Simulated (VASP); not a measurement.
Write the native input for VASP 6.6.1 that does the following.

```
Task                   : single point
Functional             : PBE
Potentials or basis    : VASP PAW PBE potentials, release 64 (Mg, O)
Cutoff                 : 520 eV
k mesh                 : 9 × 9 × 6
Occupations            : gaussian, width 0.05 eV
Spin                   : no spin polarisation
Dipole correction      : no
Further INCAR settings : ALGO = Normal; EDIFF = 1e-06; NBANDS = 16
```

The structure of MgO lies in POSCAR:

```
MgO
1.0
    3.3805000000      0.0000000000      0.0000000000
   -1.6902500000      2.9275988775      0.0000000000
    0.0000000000      0.0000000000      4.1122000000
Mg O
2 2
Direct
    0.6666666667      0.3333333333      0.7500000000
    0.3333333333      0.6666666667      0.2500000000
    0.6666666667      0.3333333333      0.2500000000
    0.3333333333      0.6666666667      0.7500000000
```

One way to write it, as run:

INCAR

```
  PREC = Accurate
  ENCUT = 520
  EDIFF = 1E-6
  ISMEAR = 0
  SIGMA = 0.05
  LREAL = False
  LASPH = True
  NELM = 100
  ALGO = Normal
  ISIF = 2
  LWAVE = False
  LCHARG = False
  GGA = PE
  NBANDS = 16
```

KPOINTS

```
regular mesh
0
Gamma
  9 9 6
```

Potentials or basis: VASP PAW PBE potentials, release 64 (Mg, O).

Command:

```bash
$ cat potpaw_PBE.64/Mg/POTCAR potpaw_PBE.64/O/POTCAR > POTCAR
$ mpirun -np 1 vasp_std > vasp.out
```

Results of the run:

```
Pressure               : 16.9 GPa
Band gap on the k mesh : 3.83 eV, direct
```

Run time: 16 s on 1 thread of Intel(R) Xeon(R) Platinum 8488C (Sapphire Rapids), on a shared host, peak memory 0.17 GiB.
